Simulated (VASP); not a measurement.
Be12Br, 13 atoms in the cell. The cell holds a slab with vacuum, 13 atoms: a = 4.580 Å, b = 4.580 Å, c = 15.588 Å, α = 90.00°, β = 90.00°, γ = 60.00°. 

| Property | Result |
| --- | --- |
| Program | VASP 6.6.1 |
| Task | single point |
| Functional | PBE |
| Potentials or basis | VASP PAW PBE potentials, release 64 (Be, Br) |
| Cutoff | 520 eV |
| k mesh | 5 × 5 × 1 |
| Occupations | gaussian, width 0.15 eV |
| Spin | no spin polarisation |
| Dipole correction | no |
| Further INCAR settings | ALGO = Normal; EDIFF = 1e-06; NBANDS = 28 |

Potentials or basis: VASP PAW PBE potentials, release 64 (Be, Br).

Launch:

```console
$ cat potpaw_PBE.64/Be/POTCAR potpaw_PBE.64/Br/POTCAR > POTCAR
$ mpirun -np 1 vasp_std > vasp.out
```

Hardware: 1 thread of Intel(R) Xeon(R) Platinum 8488C (Sapphire Rapids), with other jobs on the host.

Q: Estimate the wall time of this run.

A: Run time: 2.8 min on 1 thread of Intel(R) Xeon(R) Platinum 8488C (Sapphire Rapids) (shared host), peak memory 0.39 GiB. Counts: scf iterations 22, k points 13.
